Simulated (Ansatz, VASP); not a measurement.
## One calculation of Na, two programs

File INCAR:

```
SYSTEM = Na
PREC     = Accurate       ! precision mode
ENCUT    = 500            ! plane-wave cutoff, eV
EDIFF    = 1E-6           ! SCF threshold, eV
ISMEAR   = -5             ! smearing method
SIGMA    = 0.1            ! smearing width, eV
LREAL    = .False.        ! projectors in reciprocal space
LASPH    = .True.         ! aspherical terms in the spheres
NELM     = 120            ! most SCF steps
ALGO     = Normal         ! electronic algorithm
ISIF     = 2              ! what is computed and relaxed
LWAVE    = .False.        ! write WAVECAR
LCHARG   = .False.        ! write CHGCAR
GGA      = CA             ! functional
NBANDS   = 10             ! bands
GGA_COMPAT= .False.
```

Contents of KPOINTS:

```
Automatic mesh
0
Gamma
  8 8 8
  0 0 0
```

POSCAR

```
Na
1.0
   -2.1040267987      2.1040267987      2.1040267987
    2.1040267987     -2.1040267987      2.1040267987
    2.1040267987      2.1040267987     -2.1040267987
Na
1
Direct
    0.0000000000      0.0000000000      0.0000000000
```

Input for Ansatz:

```yaml
crystal:
  lattice:
    - [-2.1040267987, 2.1040267987, 2.1040267987]
    - [2.1040267987, -2.1040267987, 2.1040267987]
    - [2.1040267987, 2.1040267987, -2.1040267987]
  atoms:
    - { symbol: Na, position: [0.0, 0.0, 0.0] }
basis:
  ecutwfc: 420
kpoints:
  mp_grid: { grid: [8, 8, 8] }
hamiltonian:
  xc: lda
scf:
  occupations: { method: tetrahedron }
output:
  forces: true
  stress: true
  eigenvalues: true
```

Alike in both runs: task single point; functional LDA; k mesh 8 × 8 × 8; occupations tetrahedron; no spin polarisation.

```csv
,VASP,Ansatz
version,VASP 6.6.1,Ansatz 0.2.0
potentials or method,"VASP PAW LDA potentials, release 64 (Na_pv), cutoff 500 eV","scalar-relativistic, plane waves, PAW"
valence electrons in the cell,7,9
```

Ansatz gave:

```
gap on the k mesh at the Fermi level (eV) : none
pressure (GPa)                            : -0.8
```

Question: Estimate VASP's values.

Answer: gap on the k mesh at the Fermi level (eV): none; pressure (GPa): -0.9.

LDA's correlation is that of Perdew and Zunger in VASP and of Perdew and Wang (1992) in Ansatz. A gap of «none» marks a metal or a gap that the smearing closes. VASP's potentials hold 7 valence electrons a cell and Ansatz's 9, so a difference there can come from the potentials and not from the codes. Ansatz's warnings: band table not solved further, tetrahedron derivatives may miss energy slope.
